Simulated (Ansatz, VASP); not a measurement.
# V: VASP beside Ansatz

The input INCAR:

```
SYSTEM = V
ALGO     = Normal         ! electronic algorithm
EDIFF    = 1E-6           ! SCF threshold, eV
ENCUT    = 520            ! plane-wave cutoff, eV
ISIF     = 2              ! what is computed and relaxed
ISMEAR   = -1             ! smearing method
LASPH    = .True.         ! aspherical terms in the spheres
LCHARG   = .False.        ! write CHGCAR
LREAL    = .False.        ! projectors in reciprocal space
LWAVE    = .False.        ! write WAVECAR
NBANDS   = 12             ! bands
NELM     = 100            ! most SCF steps
PREC     = Accurate       ! precision mode
SIGMA    = 1.0            ! smearing width, eV
```

The input KPOINTS:

```
k-points
0
Gamma
  15 15 15
  0 0 0
```

Contents of POSCAR:

```
V
1.0
   -1.4636513664      1.4636513664      1.4636513664
    1.4636513664     -1.4636513664      1.4636513664
    1.4636513664      1.4636513664     -1.4636513664
V
1
Direct
    0.0000000000      0.0000000000      0.0000000000
```

Input for Ansatz:

```yaml
crystal:
  lattice:
    - [-1.4636513664, 1.4636513664, 1.4636513664]
    - [1.4636513664, -1.4636513664, 1.4636513664]
    - [1.4636513664, 1.4636513664, -1.4636513664]
  atoms:
    - { symbol: V, position: [0.0, 0.0, 0.0] }
hamiltonian:
  xc: lda
  pseudopotentials:
    kind: paw
    azcp:
      V: "pseudopotentials/V.paw.azcp"
basis:
  ecutwfc: 420
  fft_grid_basis: typed
kpoints:
  mp_grid: { grid: [15, 15, 15], shift: [0, 0, 0] }
magnetization:
  spin_polarized: false
scf:
  occupations: { method: fermi_dirac, width: 1.0 }
  lower_state_search: "off"
output:
  stress: true
```

Alike in both runs: task single point; functional LDA; k mesh 15 × 15 × 15; occupations fermi-dirac, width 1 eV; no spin polarisation.

|  | VASP | Ansatz |
| --- | --- | --- |
| version | VASP 6.6.1 | Ansatz 0.2.0 |
| potentials or method | VASP PAW LDA potentials, release 64 (V_sv), cutoff 520 eV | plane waves (420 eV) with PAW, scalar-relativistic |
| valence electrons in the cell | 13 | 13 |

VASP gave:

* pressure (GPa): 28.5

Q: What did Ansatz give for the same quantities?

A: Pressure (GPa): 27.9.

Ansatz warns that its potentials were made for another functional, while VASP's fit it. LDA's correlation is that of Perdew and Zunger in VASP and of Perdew and Wang (1992) in Ansatz.
